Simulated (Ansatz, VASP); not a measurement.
## Two plane-wave programs on P

```
P
1.0
     2.44496    0.00000    0.00000
     0.00000    2.44496    0.00000
     0.00000    0.00000    2.44496
P
1
Direct
  0.00000 0.00000 0.00000
```

Alike in both runs: task relaxation of cell and atoms; functional PBE; k mesh 22 × 22 × 22; occupations gaussian, width 0.1 eV; no spin polarisation.

```csv
,VASP,Ansatz
version,VASP 6.6.1,Ansatz 0.2.0
potentials or method,"VASP PAW PBE potentials, release 64 (P), cutoff 600 eV","scalar-relativistic, plane waves, PAW"
valence electrons in the cell,5,5
```

VASP gave:

```
gap on the k mesh at the Fermi level, each at its own relaxed structure (eV) : none
relaxed volume (Å³/atom)                                                     : 14.57
relaxed length of the cell vector where the two differ most in proportion (Å)              : 2.443
```

Question: What did Ansatz give for the same quantities?

Answer: gap on the k mesh at the Fermi level, each at its own relaxed structure (eV): none; relaxed volume (Å³/atom): 14.61; relaxed length of the cell vector where the two differ most in proportion (Å): 2.445.

A gap of «none» marks a metal or a gap that the smearing closes.
